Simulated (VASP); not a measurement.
# CuSi64 (a cell with a defect) in VASP: single point with PBEsol

Aim: the single point of CuSi64 (a cell with a defect) with PBEsol.

All numbers are computed with VASP 6.6.1; they aren't measurements. Logs are shortened: lines on timing, memory, paths and dates and some standing lists are left out, and cuts for length are marked.

### 1 The cell of the first run

The cell holds a defect, 65 atoms: a = 10.866 Å, b = 10.866 Å, c = 10.866 Å, α = 90.00°, β = 90.00°, γ = 90.00°.

### 2 Single point, PBEsol

INCAR reads:

```
PREC = Accurate
ENCUT = 520
EDIFF = 1E-6
ISMEAR = -1
SIGMA = 0.05
LREAL = Auto
LASPH = T
NELM = 120
ALGO = Normal
ISIF = 2
LWAVE = F
LCHARG = F
GGA = PS
NBANDS = 172
NELECT = 266.0
GGA_COMPAT = F
```

KPOINTS reads:

```
regular mesh
0
Gamma
  1 1 1
```

POSCAR reads:

```
CuSi64
1.0
   10.8655790000      0.0000000000      0.0000000000
    0.0000000000     10.8655790000      0.0000000000
    0.0000000000      0.0000000000     10.8655790000
Si Cu
64 1
Direct
    0.9993400000      0.9994900000      0.9991100000
    0.9998600000      0.0000100000      0.4998100000
    0.9997500000      0.4999300000      0.0001400000
    0.0002800000      0.5001500000      0.4993900000
    0.4997800000      0.9999000000      0.0001400000
    0.5000000000      0.0004300000      0.4993900000
    0.4993300000      0.4994800000      0.9988700000
    0.5002300000      0.5003800000      0.5012100000
    0.1235500000      0.1236900000      0.1256300000
    0.1248200000      0.1249600000      0.6247800000
    0.1252400000      0.6256100000      0.1242200000
    0.1246200000      0.6247900000      0.6256300000
    0.6254600000      0.1254000000      0.1242200000
    0.6246400000      0.1247700000      0.6256300000
    0.6286500000      0.6288000000      0.1220600000
    0.6260200000      0.6261700000      0.6252200000
    0.2447300000      0.2448700000      0.9946000000
    0.2495100000      0.2496600000      0.5000400000
    0.2495000000      0.7503100000      0.9993900000
    0.2473700000      0.7530900000      0.5028200000
    0.7501500000      0.2496600000      0.9993900000
    0.7529400000      0.2475200000      0.5028200000
    0.7529700000      0.7531200000      0.9972000000
    0.7505600000      0.7507100000      0.5004300000
    0.3694200000      0.3695800000      0.1193100000
    0.3744900000      0.3746300000      0.6246000000
    0.3744900000      0.8748700000      0.1243600000
    0.3761800000      0.8758000000      0.6255300000
    0.8747300000      0.3746300000      0.1243600000
    0.8756500000      0.3763300000      0.6255300000
    0.8756600000      0.8758100000      0.1260500000
    0.8754700000      0.8756300000      0.6253600000
    0.2503000000      0.9999200000      0.2496700000
    0.2492300000      0.9994900000      0.7492000000
    0.2490000000      0.4994900000      0.2491900000
    0.2503000000      0.4999500000      0.7496400000
    0.7495100000      0.0004300000      0.2498600000
    0.7499600000      0.0000500000      0.7497400000
    0.7513800000      0.5004200000      0.2501100000
    0.7495100000      0.5001600000      0.7501400000
    0.3743700000      0.1254200000      0.3753600000
    0.3757400000      0.1237000000      0.8734000000
    0.3722100000      0.6287600000      0.3784700000
    0.3743700000      0.6256500000      0.8751400000
    0.8757500000      0.1247700000      0.3745100000
    0.8749300000      0.1249900000      0.8747200000
    0.8753800000      0.6262100000      0.3759200000
    0.8757700000      0.6248100000      0.8744700000
    0.9997700000      0.2504500000      0.2496800000
    0.9993400000      0.2493800000      0.7492000000
    0.0002900000      0.7496600000      0.2498600000
    0.9998900000      0.7501100000      0.7497500000
    0.4993300000      0.2491400000      0.2491900000
    0.4998100000      0.2504500000      0.7496400000
    0.5002700000      0.7515300000      0.2501200000
    0.5000100000      0.7496700000      0.7501400000
    0.1252700000      0.3745200000      0.3753600000
    0.1235600000      0.3758800000      0.8734000000
    0.1246200000      0.8759000000      0.3745100000
    0.1248400000      0.8750800000      0.8747200000
    0.6286100000      0.3723600000      0.3784600000
    0.6255000000      0.3745100000      0.8751400000
    0.6260500000      0.8755300000      0.3759200000
    0.6246600000      0.8759100000      0.8744700000
    0.4969200000      0.4970700000      0.2466100000
```

Potentials or basis: VASP PAW PBE potentials, release 64 (Si, Cu).

Launch:

```bash
> cat potpaw_PBE.64/Si/POTCAR potpaw_PBE.64/Cu/POTCAR > POTCAR
> mpirun -np 1 vasp_gam > vasp.out
```

OUTCAR:

```text
PREC = Accurate
   ENCUT = 520
   EDIFF = 1E-6
   ISMEAR = -1
   LREAL = Auto
   LASPH = T
   NELM = 120
   ISIF = 2
   GGA = PS
   NELECT = 266.0

 ion  position               nearest neighbor table
   1  0.999  0.999  0.999-  46 2.35  60 2.35  31 2.35   9 2.35
   2  1.000  0.000  0.500-  45 2.35  59 2.35  32 2.35  10 2.35
   3  1.000  0.500  0.000-  48 2.35  29 2.35  58 2.35  11 2.35
   4  0.000  0.500  0.499-  47 2.35  30 2.35  57 2.35  12 2.35
   5  0.500  1.000  0.000-  27 2.35  64 2.35  42 2.35  13 2.35
   6  0.500  0.000  0.499-  63 2.35  28 2.35  41 2.35  14 2.35
   7  0.499  0.499  0.999-  44 2.35  62 2.35  25 2.39  15 2.40  65 2.69
   8  0.500  0.500  0.501-  26 2.35  16 2.36  43 2.38  61 2.38  65 2.77
   9  0.124  0.124  0.126-  17 2.34  33 2.35  49 2.35   1 2.35
  10  0.125  0.125  0.625-  18 2.35  34 2.35  50 2.35   2 2.35
  11  0.125  0.626  0.124-  19 2.34  51 2.35  35 2.35   3 2.35
  12  0.125  0.625  0.626-  20 2.35  52 2.35  36 2.35   4 2.35
  13  0.625  0.125  0.124-  21 2.34  37 2.35  53 2.35   5 2.35
  14  0.625  0.125  0.626-  22 2.35  38 2.35  54 2.35   6 2.35
  15  0.629  0.629  0.122-  23 2.34  39 2.38  55 2.38   7 2.40  65 2.43
  16  0.626  0.626  0.625-  24 2.35  40 2.35  56 2.35   8 2.36
  17  0.245  0.245  0.995-  42 2.34  58 2.34   9 2.34  25 2.35
[... 32 lines left out ...]
  50  0.999  0.249  0.749-  10 2.35  46 2.35  30 2.35  58 2.35
  51  0.000  0.750  0.250-  47 2.35  31 2.35  11 2.35  59 2.35
  52  1.000  0.750  0.750-  48 2.35  12 2.35  32 2.35  60 2.35
  53  0.499  0.249  0.249-  13 2.35  41 2.35  25 2.39  61 2.40  65 2.69
  54  0.500  0.250  0.750-  14 2.35  26 2.35  42 2.35  62 2.35
  55  0.500  0.752  0.250-  27 2.35  63 2.36  15 2.38  43 2.38  65 2.77
  56  0.500  0.750  0.750-  16 2.35  28 2.35  44 2.35  64 2.35
  57  0.125  0.375  0.375-  18 2.34   4 2.35  35 2.35  49 2.35
  58  0.124  0.376  0.873-  17 2.34  36 2.35   3 2.35  50 2.35
  59  0.125  0.876  0.375-  20 2.35   2 2.35  33 2.35  51 2.35
  60  0.125  0.875  0.875-  19 2.35   1 2.35  34 2.35  52 2.35
  61  0.629  0.372  0.378-  22 2.34   8 2.38  39 2.38  53 2.40  65 2.44
  62  0.626  0.375  0.875-  21 2.34  40 2.35   7 2.35  54 2.35
  63  0.626  0.876  0.376-  24 2.35   6 2.35  37 2.35  55 2.36
  64  0.625  0.876  0.874-  23 2.35  38 2.35   5 2.35  56 2.35
  65  0.497  0.497  0.247-  25 2.40  15 2.43  61 2.44  43 2.44   7 2.69  35 2.69  53 2.69  39 2.77
                            55 2.77   8 2.77

  LATTYP: Found a simple cubic cell.
 ALAT       =    10.8655790000

  Lattice vectors:

 A1 = (  10.8655790000,   0.0000000000,   0.0000000000)
 A2 = (   0.0000000000,  10.8655790000,   0.0000000000)
 A3 = (   0.0000000000,   0.0000000000,  10.8655790000)

Analysis of symmetry for initial positions (statically):
=====================================================================
 Subroutine PRICEL returns:
 Original cell was already a primitive cell.

 Routine SETGRP: Setting up the symmetry group for a
 simple cubic supercell.

 Subroutine GETGRP returns: Found  1 space group operations
 (whereof  1 operations were pure point group operations)
 out of a pool of 48 trial point group operations.

The static configuration has the point symmetry C_1 .

Analysis of symmetry for dynamics (positions and initial velocities):
=====================================================================
 Subroutine PRICEL returns:
 Original cell was already a primitive cell.

 Routine SETGRP: Setting up the symmetry group for a
 simple cubic supercell.

 Subroutine GETGRP returns: Found  1 space group operations
 (whereof  1 operations were pure point group operations)
 out of a pool of 48 trial point group operations.

The dynamic configuration has the point symmetry C_1 .

 Subroutine INISYM returns: Found  1 space group operations
 (whereof  1 operations are pure point group operations),
 and found     1 'primitive' translations

----------------------------------------------------------------------------------------

                                     Primitive cell

  volume of cell :    1282.7990

[... 148 lines left out ...]
 Grid dimensions read from file:
 generate k-points for:    1    1    1

 Generating k-lattice:

  Cartesian coordinates                     Fractional coordinates (reciprocal lattice)
     0.092033752  0.000000000  0.000000000     1.000000000  0.000000000  0.000000000
     0.000000000  0.092033752  0.000000000     0.000000000  1.000000000  0.000000000
     0.000000000  0.000000000  0.092033752     0.000000000  0.000000000  1.000000000

  Length of vectors
     0.092033752  0.092033752  0.092033752

  Shift w.r.t. Gamma in fractional coordinates (k-lattice)
     0.000000000  0.000000000  0.000000000

 Subroutine IBZKPT returns following result:
 ===========================================

 Found      1 irreducible k-points:

 Following reciprocal coordinates:
            Coordinates               Weight
  0.000000  0.000000  0.000000      1.000000
   k-points           NKPTS =      1   k-points in BZ     NKDIM =      1   number of bands    NBANDS=    172
   number of dos      NEDOS =    301   number of ions     NIONS =     65
   total plane-waves  NPLWV = 592704
   dimension x,y,z NGX =    84 NGY =   84 NGZ =   84
   dimension x,y,z NGXF=   168 NGYF=  168 NGZF=  168
   ions per type =              64   1
   NGX,Y,Z   is equivalent  to a cutoff of  12.85, 12.85, 12.85 a.u.
   NGXF,Y,Z  is equivalent  to a cutoff of  25.70, 25.70, 25.70 a.u.
 SYSTEM =  unknown system
   PREC   = accura    normal or accurate (medium, high low for compatibility)
   ISTART =      0    job   : 0-new  1-cont  2-samecut
   ICHARG =      2    charge: 1-file 2-atom 10-const
   ISPIN  =      1    spin polarized calculation?
   LNONCOLLINEAR =      F non collinear calculations
   LSORBIT =      F    spin-orbit coupling
   LASPH  =      T    aspherical Exc in radial PAW
   ENCUT  =  520.0 eV  38.22 Ry    6.18 a.u.  20.20 20.20 20.20*2*pi/ulx,y,z
   NELM   =    120;   NELMIN=  2; NELMDL= -5     # of ELM steps
   EDIFF  = 0.1E-05   stopping-criterion for ELM
   LREAL  =      T    real-space projection
   EDIFFG = 0.1E-04   stopping-criterion for IOM
   NSW    =      0    number of steps for IOM
   IBRION =     -1    ionic relax: 0-MD 1-quasi-New 2-CG
   NFREE  =      0    steps in history (QN), initial steepest desc. (CG)
   ISIF   =      2    stress and relaxation
   ISYM   =      2    0-nonsym 1-usesym 2-fastsym
   POTIM  = 0.5000    time-step for ionic-motion
   TEBEG  =    0.0;   TEEND  =   0.0 temperature during run
   PSTRESS=    0.0 pullay stress
   NELECT =     266.0000    total number of electrons
   NUPDOWN=      -1.0000    fix difference up-down
   EMIN   =  10.00;   EMAX   =-10.00  energy-range for DOS
   EFERMI =   0.00;   METHOD = LEGACY
   ISMEAR =    -1;   SIGMA  =   0.05  broadening in eV -4-tet -1-fermi 0-gaus
   EFERMI_NEDOS =   21; number of points for ismear=-14 and -15
   IALGO  =     38    algorithm
   IMIX   =      4    mixing-type and parameters
     AMIX     =   0.40;   BMIX     =  1.00
     AMIX_MAG =   1.60;   BMIX_MAG =  1.00
  volume/ion in A,a.u.               =      19.74       133.18
  Fermi-wavevector in a.u.,A,eV,Ry     =   0.968982  1.831111 12.774873  0.938927
  Thomas-Fermi vector in A             =   2.098997
   LORBIT       =      0    0 simple, 1 ext, 2 COOP (PROOUT), +10 PAW based schemes
   GGA     = PS    functional components
   LHFCALC =     F    Hartree Fock is set to
   AEXX    =    0.0000 exact exchange contribution
   IVDW    =     0    specifies the selected vdW correction
   LEPSILON=     F    determine dielectric tensor
   LRPA    =     F    only Hartree local field effects (RPA)
 non-spin polarized calculation
  energy-cutoff  :      520.00
  volume of cell :     1282.80
 maximum number of plane-waves:     17253
 NGX is ok and might be reduce to    84
   NGX = 41   NGY = 41   NGZ = 41

 number of electron     265.9999986 magnetization

 Free energy of the ion-electron system (eV)
  ---------------------------------------------------
  ext. energy  EPLUGINS =         0.00000000
  ---------------------------------------------------
  free energy    TOTEN  =      -369.91924043 eV

  energy without entropy =     -369.75640143  energy(sigma->0) =     -369.83782093

 E-fermi :   6.0360     XC(G=0):  -9.5824

 val. band max:        5.9484076308   @ k =   0.0000   0.0000   0.0000
 cond. band min:       6.0743982316   @ k =   0.0000   0.0000   0.0000
 fundamental gap:      0.1259906007
 Fermi energy:         6.0359729992

 k-point     1 :       0.0000    0.0000    0.0000
  band No.  band energies     occupation
      1      -6.1364      2.00000
      2      -5.2302      2.00000
      3      -5.0164      2.00000
      4      -5.0125      2.00000
      5      -5.0123      2.00000
      6      -4.9696      2.00000
[... 137 lines left out ...]
    144       6.9789      0.00000
    145       6.9792      0.00000
 [bands above 145 left out]

------------------------ aborting loop because EDIFF is reached ----------------------------------------

  FORCE on cell =-STRESS in cart. coord.  units (eV):
  Direction    XX          YY          ZZ          XY          YZ          ZX
  --------------------------------------------------------------------------------------
  -------------------------------------------------------------------------------------
  Total        0.2546934      0.2572696      0.2548089     -0.5623941     -0.5676888     -0.5619726
  in kB        0.3181044      0.3213220      0.3182487     -0.7024133     -0.7090262     -0.7018868
  external PRESSURE =       0.3192250 kB  Pullay stress =       0.0000000 kB

 VOLUME and BASIS-vectors are now :
 -----------------------------------------------------------------------------
  energy-cutoff  :      520.00
  volume of cell :     1282.80
      direct lattice vectors                 reciprocal lattice vectors
    10.865579000  0.000000000  0.000000000     0.092033752  0.000000000  0.000000000
     0.000000000 10.865579000  0.000000000     0.000000000  0.092033752  0.000000000
     0.000000000  0.000000000 10.865579000     0.000000000  0.000000000  0.092033752

 POSITION                                       TOTAL-FORCE (eV/Angst)
 -----------------------------------------------------------------------------------
     10.85841     10.86004     10.85591         0.007975      0.007449      0.100257
     10.86406      0.00011      5.43073         0.012109      0.016081     -0.022251
     10.86286      5.43203      0.00152         0.009613      0.004723      0.021747
      0.00304      5.43442      5.42616         0.011127      0.012043      0.017528
      5.43040     10.86449      0.00152         0.003448      0.010852      0.022214
      5.43279      0.00467      5.42616         0.011061      0.010800      0.017853
[... 57 lines left out ...]
      6.78729      9.51727      9.50162        -0.018553      0.032047     -0.048933
      5.39932      5.40095      2.67956         0.016335      0.015987      0.019020
 -----------------------------------------------------------------------------------
    total drift:                                0.006150      0.028958     -0.023619

  FREE ENERGIE OF THE ION-ELECTRON SYSTEM (eV)
  ---------------------------------------------------
  free  energy   TOTEN  =      -369.9192404277 eV

  energy  without entropy=     -369.7564014342  energy(sigma->0) =     -369.83782093
```

Run time: 9 min. Hardware: 1 thread of Intel Xeon Platinum 8375C at 2.90GHz (Ice Lake), shared host; peak memory 1 GiB.

Results:

* Free energy: -369.9192 eV
* Largest force: 0.158 eV/Å

Forces in eV/Å, atoms in the order of the input:
```
Si   0.008  0.007  0.100
Si   0.012  0.016 -0.022
Si   0.010  0.005  0.022
Si   0.011  0.012  0.018
Si   0.003  0.011  0.022
Si   0.011  0.011  0.018
Si   0.002  0.001  0.031
Si   0.016  0.015  0.008
Si  -0.061 -0.059 -0.034
Si  -0.023 -0.023  0.001
Si  -0.067 -0.057  0.049
Si  -0.046 -0.015  0.028
Si  -0.056 -0.070  0.050
Si  -0.015 -0.046  0.027
Si  -0.099 -0.099  0.072
Si  -0.074 -0.073  0.050
Si   0.083  0.083  0.084
Si   0.008  0.008  0.014
Si   0.011  0.013  0.011
Si   0.002 -0.020 -0.021
Si   0.015  0.009  0.010
Si  -0.020  0.002 -0.021
Si  -0.020 -0.020  0.004
Si   0.020  0.021  0.022
Si   0.046  0.045  0.045
Si   0.036  0.036  0.057
Si   0.036  0.055  0.037
Si  -0.032  0.028  0.029
Si   0.055  0.036  0.037
Si   0.029 -0.033  0.029
Si   0.029  0.027 -0.033
Si  -0.014 -0.015 -0.014
Si   0.022  0.011  0.005
Si   0.099  0.006  0.008
Si   0.029 -0.001  0.002
Si   0.023  0.006  0.011
Si   0.018  0.013  0.011
Si  -0.019  0.016  0.012
Si   0.007  0.015  0.016
Si   0.017  0.012  0.012
Si   0.050 -0.070 -0.057
Si  -0.033 -0.062 -0.060
Si   0.073 -0.099 -0.099
Si   0.050 -0.059 -0.070
Si   0.030 -0.049 -0.016
Si  -0.001 -0.024 -0.022
Si   0.050 -0.075 -0.075
Si   0.029 -0.020 -0.048
Si   0.012  0.020  0.005
Si   0.008  0.099  0.007
Si   0.012  0.017  0.011
Si   0.014 -0.015  0.011
Si   0.001  0.030  0.001
Si   0.006  0.021  0.012
Si   0.015  0.006  0.015
Si   0.012  0.014  0.012
Si  -0.071  0.053 -0.060
Si  -0.063 -0.032 -0.060
Si  -0.048  0.031 -0.017
Si  -0.023 -0.002 -0.023
Si  -0.098  0.072 -0.099
Si  -0.062  0.054 -0.071
Si  -0.074  0.051 -0.074
Si  -0.019  0.032 -0.049
Cu   0.016  0.016  0.019
```

Levels at points of the mesh, in eV from the Fermi level:
| k point | band 129 | band 130 | band 131 | band 132 | band 133 | band 134 | band 135 | band 136 | band 137 | band 138 |
| --- | --- | --- | --- | --- | --- | --- | --- | --- | --- | --- |
| (0.00, 0.00, 0.00) | -1.06 | -1.06 | -0.12 | -0.12 | -0.09 | 0.04 | 0.46 | 0.46 | 0.47 | 0.47 |

Caveat: the k points lie up to 0.58 Å⁻¹ apart; the cell carries a net charge on a neutralising background, which shifts energy and pressure; the cell is charged against a uniform background, so pressure and absolute levels hang on convention; the PAW data sets were made with another functional, which shifts forces and pressure a little.
